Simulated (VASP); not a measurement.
Here is a VASP 6.6.1 calculation.

Contents of INCAR:

```
PREC = Accurate
ENCUT = 520
EDIFF = 1E-7
ISMEAR = 1
SIGMA = 0.5
LREAL = F
LASPH = T
NELM = 100
ALGO = Normal
ISIF = 2
LWAVE = F
LCHARG = F
GGA = PE
NBANDS = 26
```

File KPOINTS:

```
Automatic mesh
0
Gamma
  10 10 8
```

The input POSCAR:

```
InSb
1.0
    3.0633140000     -3.0813730000      0.0000000000
    3.0633140000      3.0813730000      0.0000000000
    0.0000000000      0.0000000000      6.1268940000
In Sb
2 2
Direct
    0.2794110000      0.7205890000      0.2500000000
    0.7205890000      0.2794110000      0.7500000000
    0.7772050000      0.2227950000      0.2500000000
    0.2227950000      0.7772050000      0.7500000000
```

Potentials or basis: VASP PAW PBE potentials, release 64 (In_d, Sb).

Run with:

```console
$ cat potpaw_PBE.64/In_d/POTCAR potpaw_PBE.64/Sb/POTCAR > POTCAR
$ mpirun -np 1 vasp_std > vasp.out
```

(1) Estimate the pressure.

(2) What does it give for the largest force?

(3) Estimate the band gap on the k mesh.

## Answers

(1) 0.1 GPa.

(2) 0.023 eV/Å.

(3) zero (band 18 reaches 7.22 eV, above the bottom of band 19 at 4.56 eV).

Caveat: spin-orbit coupling is left out, which moves the levels of the heavy elements.
